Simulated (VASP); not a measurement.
# TaSi2 (P6_222) in VASP: single point with PBE

Aim: the single point of TaSi2 with PBE.

Program: VASP 6.6.1. These are calculated values, not measurements. Logs are shortened: lines on timing, memory, paths and dates and some standing lists are left out, and cuts for length are marked.

**1. The cell of the first run**

The structure is hexagonal, space group P6_222 (No. 180). Conventional cell: a = 4.806 Å, b = 4.806 Å, c = 6.597 Å, α = 90.00°, β = 90.00°, γ = 120.00°. Within 3.5 Å of Ta (site symmetry 222) lie 10 Si at 2.62 to 2.84 Å and 4 Ta at 3.26 Å. Within 3.4 Å of Si (site symmetry 2) lie 9 Si at 2.57 to 3.34 Å and 5 Ta at 2.62 to 2.84 Å.

**2. Single point, PBE**

INCAR reads:

```
SYSTEM = TaSi2
PREC = Accurate
ENCUT = 520
EDIFF = 1E-6
ISMEAR = 0
SIGMA = 0.1
LREAL = .False.
LASPH = .True.
NELM = 100
ALGO = Normal
ISIF = 2
LWAVE = .False.
LCHARG = .False.
GGA = PE
NBANDS = 38
```

KPOINTS reads:

```
Automatic mesh
0
Gamma
  12 12 6
  0 0 0
```

POSCAR reads:

```
TaSi2
1.0
    4.8057197831     -0.0000000029      0.0000000000
   -2.4028598891      4.1618754171      0.0000000000
    0.0000000000      0.0000000000      6.5971957322
Ta Si
3 6
Direct
    0.0000000000      0.5000000000      0.1666666667
    0.5000000000      0.5000000000      0.8333333333
    0.5000000000      0.0000000000      0.5000000000
    0.8410635364      0.6821270728      0.5000000000
    0.1589364636      0.8410635364      0.8333333333
    0.6821270728      0.8410635364      0.1666666667
    0.1589364636      0.3178729272      0.5000000000
    0.8410635364      0.1589364636      0.8333333333
    0.3178729272      0.1589364636      0.1666666667
```

Potentials or basis: VASP PAW PBE potentials, release 64 (Ta_pv, Si).

Launch:

```
cat potpaw_PBE.64/Ta_pv/POTCAR potpaw_PBE.64/Si/POTCAR > POTCAR
mpirun -np 1 vasp_std > vasp.out
```

OUTCAR:

```text
SYSTEM = TaSi2
   PREC = Accurate
   ENCUT = 520
   EDIFF = 1E-6
   ISMEAR = 0
   LREAL = .False.
   LASPH = .True.
   NELM = 100
   ISIF = 2
   GGA = PE

 ion  position               nearest neighbor table
   1  0.000  0.500  0.167-   4 2.62   7 2.62   5 2.62   8 2.62   9 2.74   6 2.74   9 2.74   6 2.74
                             6 2.84   9 2.84   3 3.26   3 3.26   2 3.26   2 3.26
   2  0.500  0.500  0.833-   4 2.62   7 2.62   6 2.62   9 2.62   5 2.74   8 2.74   5 2.74   8 2.74
                             8 2.84   5 2.84   3 3.26   3 3.26   1 3.26   1 3.26
   3  0.500  0.000  0.500-   5 2.62   8 2.62   6 2.62   9 2.62   7 2.74   4 2.74   7 2.74   4 2.74
                             7 2.84   4 2.84   1 3.26   1 3.26   2 3.26   2 3.26
   4  0.841  0.682  0.500-   5 2.57   6 2.57   2 2.62   1 2.62   7 2.65   3 2.74   3 2.74   3 2.84
                             7 2.84   7 2.84
   5  0.159  0.841  0.833-   4 2.57   9 2.57   3 2.62   1 2.62   8 2.65   2 2.74   2 2.74   2 2.84
                             8 2.84   8 2.84
   6  0.682  0.841  0.167-   4 2.57   8 2.57   3 2.62   2 2.62   9 2.65   1 2.74   1 2.74   1 2.84
                             9 2.84   9 2.84
   7  0.159  0.318  0.500-   8 2.57   9 2.57   2 2.62   1 2.62   4 2.65   3 2.74   3 2.74   3 2.84
                             4 2.84   4 2.84
   8  0.841  0.159  0.833-   7 2.57   6 2.57   3 2.62   1 2.62   5 2.65   2 2.74   2 2.74   2 2.84
                             5 2.84   5 2.84
   9  0.318  0.159  0.167-   7 2.57   5 2.57   3 2.62   2 2.62   6 2.65   1 2.74   1 2.74   1 2.84
                             6 2.84   6 2.84

  LATTYP: Found a hexagonal cell.
 ALAT       =     4.8057197831
 C/A-ratio  =     1.3727799435

  Lattice vectors:

 A1 = (   4.8057197831,  -0.0000000029,   0.0000000000)
 A2 = (  -2.4028598891,   4.1618754171,   0.0000000000)
 A3 = (   0.0000000000,   0.0000000000,   6.5971957322)

Analysis of symmetry for initial positions (statically):
=====================================================================
 Subroutine PRICEL returns:
 Original cell was already a primitive cell.

 Routine SETGRP: Setting up the symmetry group for a
 hexagonal supercell.

 Subroutine GETGRP returns: Found 12 space group operations
 (whereof  4 operations were pure point group operations)
 out of a pool of 24 trial point group operations.

The static configuration has the point symmetry D_2 .
 The point group associated with its full space group is D_6 .

Analysis of symmetry for dynamics (positions and initial velocities):
=====================================================================
 Subroutine PRICEL returns:
 Original cell was already a primitive cell.

 Routine SETGRP: Setting up the symmetry group for a
 hexagonal supercell.

 Subroutine GETGRP returns: Found 12 space group operations
 (whereof  4 operations were pure point group operations)
 out of a pool of 24 trial point group operations.

The dynamic configuration has the point symmetry D_2 .
 The point group associated with its full space group is D_6 .

 Subroutine INISYM returns: Found 12 space group operations
 (whereof  4 operations are pure point group operations),
 and found     1 'primitive' translations

----------------------------------------------------------------------------------------

                                     Primitive cell

  volume of cell :     131.9492

  direct lattice vectors                    reciprocal lattice vectors
     4.805719783 -0.000000003  0.000000000     0.208085374  0.120138147  0.000000000
    -2.402859889  4.161875417  0.000000000     0.000000000  0.240276294  0.000000000
     0.000000000  0.000000000  6.597195732     0.000000000  0.000000000  0.151579556

  length of vectors
     4.805719783  4.805719783  6.597195732     0.240276294  0.240276294  0.151579556

  position of ions in fractional coordinates (direct lattice)
     0.000000000  0.500000000  0.166666667
     0.500000000  0.500000000  0.833333333
     0.500000000  0.000000000  0.500000000
     0.841063536  0.682127073  0.500000000
     0.158936464  0.841063536  0.833333333
     0.682127073  0.841063536  0.166666667
     0.158936464  0.317872927  0.500000000
     0.841063536  0.158936464  0.833333333
     0.317872927  0.158936464  0.166666667

  ion indices of the primitive-cell ions
   primitive index   ion index
                 1           1
                 2           2
                 3           3
                 4           4
                 5           5
                 6           6
                 7           7
                 8           8
                 9           9

----------------------------------------------------------------------------------------

 KPOINTS: Automatic mesh

Automatic generation of k-mesh.
 Grid dimensions read from file:
 generate k-points for:   12   12    6

 Generating k-lattice:

  Cartesian coordinates                     Fractional coordinates (reciprocal lattice)
     0.017340448  0.010011512  0.000000000     0.083333333  0.000000000  0.000000000
     0.000000000  0.020023024  0.000000000     0.000000000  0.083333333  0.000000000
     0.000000000  0.000000000  0.025263259     0.000000000  0.000000000  0.166666667

  Length of vectors
     0.020023024  0.020023024  0.025263259

  Shift w.r.t. Gamma in fractional coordinates (k-lattice)
     0.000000000  0.000000000  0.000000000

 Subroutine IBZKPT returns following result:
 ===========================================

 Found     76 irreducible k-points:

 Following reciprocal coordinates:
            Coordinates               Weight
  0.000000  0.000000  0.000000      1.000000
  0.083333  0.000000  0.000000      6.000000
  0.166667  0.000000  0.000000      6.000000
  0.250000  0.000000  0.000000      6.000000
  0.333333 -0.000000  0.000000      6.000000
  0.416667 -0.000000  0.000000      6.000000
[... 16 lines left out ...]
  0.250000  0.000000  0.166667     12.000000
  0.333333 -0.000000  0.166667     12.000000
 [... further k-points ...]
   k-points           NKPTS =     76   k-points in BZ     NKDIM =     76   number of bands    NBANDS=     38
   number of dos      NEDOS =    301   number of ions     NIONS =      9
   total plane-waves  NPLWV =  64800
   dimension x,y,z NGX =    36 NGY =   36 NGZ =   50
   dimension x,y,z NGXF=    72 NGYF=   72 NGZF=  100
   ions per type =               3   6
   NGX,Y,Z   is equivalent  to a cutoff of  12.45, 12.45, 12.60 a.u.
   NGXF,Y,Z  is equivalent  to a cutoff of  24.91, 24.91, 25.20 a.u.
 SYSTEM =  TaSi2
   PREC   = accura    normal or accurate (medium, high low for compatibility)
   ISTART =      0    job   : 0-new  1-cont  2-samecut
   ICHARG =      2    charge: 1-file 2-atom 10-const
   ISPIN  =      1    spin polarized calculation?
   LNONCOLLINEAR =      F non collinear calculations
   LSORBIT =      F    spin-orbit coupling
   LASPH  =      T    aspherical Exc in radial PAW
   ENCUT  =  520.0 eV  38.22 Ry    6.18 a.u.   8.94  8.94 12.27*2*pi/ulx,y,z
   NELM   =    100;   NELMIN=  2; NELMDL= -5     # of ELM steps
   EDIFF  = 0.1E-05   stopping-criterion for ELM
   LREAL  =      F    real-space projection
   EDIFFG = 0.1E-04   stopping-criterion for IOM
   NSW    =      0    number of steps for IOM
   IBRION =     -1    ionic relax: 0-MD 1-quasi-New 2-CG
   NFREE  =      0    steps in history (QN), initial steepest desc. (CG)
   ISIF   =      2    stress and relaxation
   ISYM   =      2    0-nonsym 1-usesym 2-fastsym
   POTIM  = 0.5000    time-step for ionic-motion
   TEBEG  =    0.0;   TEEND  =   0.0 temperature during run
   PSTRESS=    0.0 pullay stress
   NELECT =      57.0000    total number of electrons
   NUPDOWN=      -1.0000    fix difference up-down
   EMIN   =  10.00;   EMAX   =-10.00  energy-range for DOS
   EFERMI =   0.00;   METHOD = LEGACY
   ISMEAR =     0;   SIGMA  =   0.10  broadening in eV -4-tet -1-fermi 0-gaus
   EFERMI_NEDOS =   21; number of points for ismear=-14 and -15
   IALGO  =     38    algorithm
   IMIX   =      4    mixing-type and parameters
     AMIX     =   0.40;   BMIX     =  1.00
     AMIX_MAG =   1.60;   BMIX_MAG =  1.00
  volume/ion in A,a.u.               =      14.66        98.94
  Fermi-wavevector in a.u.,A,eV,Ry     =   1.237554  2.338638 20.837865  1.531540
  Thomas-Fermi vector in A             =   2.372116
   LORBIT       =      0    0 simple, 1 ext, 2 COOP (PROOUT), +10 PAW based schemes
   GGA     = PE    functional components
   LHFCALC =     F    Hartree Fock is set to
   AEXX    =    0.0000 exact exchange contribution
   IVDW    =     0    specifies the selected vdW correction
   LEPSILON=     F    determine dielectric tensor
   LRPA    =     F    only Hartree local field effects (RPA)
 non-spin polarized calculation
 Gauss-broadening in eV      SIGMA  =   0.10
  energy-cutoff  :      520.00
  volume of cell :      131.95
 maximum number of plane-waves:      3579
 NGX is ok and might be reduce to    36
   NGX = 17   NGY = 17   NGZ = 25

 number of electron      57.0000007 magnetization

 Free energy of the ion-electron system (eV)
  ---------------------------------------------------
  ext. energy  EPLUGINS =         0.00000000
  ---------------------------------------------------
  free energy    TOTEN  =       -72.26325752 eV

  energy without entropy =      -72.24569253  energy(sigma->0) =      -72.25447502

 E-fermi :   9.2268     XC(G=0): -12.0150

 val. band max:        9.2153768799   @ k =   0.3333   0.0833   0.5000
 cond. band min:       9.2393737439   @ k =   0.1667   0.0000   0.3333
 fundamental gap:      0.0239968639
 Fermi energy:         9.2268095321

 k-point     1 :       0.0000    0.0000    0.0000
  band No.  band energies     occupation
      1     -25.1889      2.00000
      2     -25.1842      2.00000
      3     -25.1842      2.00000
      4     -25.1180      2.00000
      5     -25.1180      2.00000
      6     -25.0305      2.00000
[... 30 lines left out ...]
     37      13.0608      0.00000
     38      13.1672      0.00000
[... 941 lines left out ...]
     37      13.2168      0.00000
     38      13.3931      0.00000

 [... further k-points ...]

------------------------ aborting loop because EDIFF is reached ----------------------------------------

  FORCE on cell =-STRESS in cart. coord.  units (eV):
  Direction    XX          YY          ZZ          XY          YZ          ZX
  --------------------------------------------------------------------------------------
  -------------------------------------------------------------------------------------
  Total        0.0707805      0.0707805      0.0857803     -0.0000000     -0.0000000      0.0000000
  in kB        0.8594436      0.8594436      1.0415766     -0.0000000     -0.0000000      0.0000000
  external PRESSURE =       0.9201546 kB  Pullay stress =       0.0000000 kB

 VOLUME and BASIS-vectors are now :
 -----------------------------------------------------------------------------
  energy-cutoff  :      520.00
  volume of cell :      131.95
      direct lattice vectors                 reciprocal lattice vectors
     4.805719783 -0.000000003  0.000000000     0.208085374  0.120138147  0.000000000
    -2.402859889  4.161875417  0.000000000     0.000000000  0.240276294  0.000000000
     0.000000000  0.000000000  6.597195732     0.000000000  0.000000000  0.151579556

 POSITION                                       TOTAL-FORCE (eV/Angst)
 -----------------------------------------------------------------------------------
     -1.20143      2.08094      1.09953         0.000000     -0.000000     -0.000000
      1.20143      2.08094      5.49766         0.000000     -0.000000     -0.000000
      2.40286     -0.00000      3.29860         0.000000     -0.000000      0.000000
      2.40286      2.83893      3.29860         0.000000      0.005570      0.000000
     -1.25715      3.50040      5.49766        -0.004824      0.002785      0.000000
      1.25715      3.50040      1.09953         0.004824      0.002785      0.000000
      0.00000      1.32295      3.29860        -0.000000     -0.005570      0.000000
      3.66001      0.66147      5.49766         0.004824     -0.002785      0.000000
      1.14571      0.66147      1.09953        -0.004824     -0.002785      0.000000
 -----------------------------------------------------------------------------------
    total drift:                                0.000000     -0.000000     -0.000000

  FREE ENERGIE OF THE ION-ELECTRON SYSTEM (eV)
  ---------------------------------------------------
  free  energy   TOTEN  =       -72.2632575184 eV

  energy  without entropy=      -72.2456925283  energy(sigma->0) =      -72.25447502
```

Run time: 3.9 min. Hardware: 1 thread of AMD EPYC 7R13 (Zen 3), shared host; peak memory 0.4 GiB.

Results:

```
Free energy            : -72.2633 eV
Pressure               : 0.1 GPa
Largest force          : 0.006 eV/Å
Band gap on the k mesh : zero (an odd number of electrons rules out a gap without spin polarisation)
```

Forces on the atoms (eV/Å):
```
Ta   0.000  0.000  0.000
Ta   0.000  0.000  0.000
Ta   0.000  0.000  0.000
Si   0.000  0.006  0.000
Si  -0.005  0.003  0.000
Si   0.005  0.003  0.000
Si   0.000 -0.006  0.000
Si   0.005 -0.003  0.000
Si  -0.005 -0.003  0.000
```

Caveat: spin-orbit coupling is left out, which moves the levels of the heavy elements.
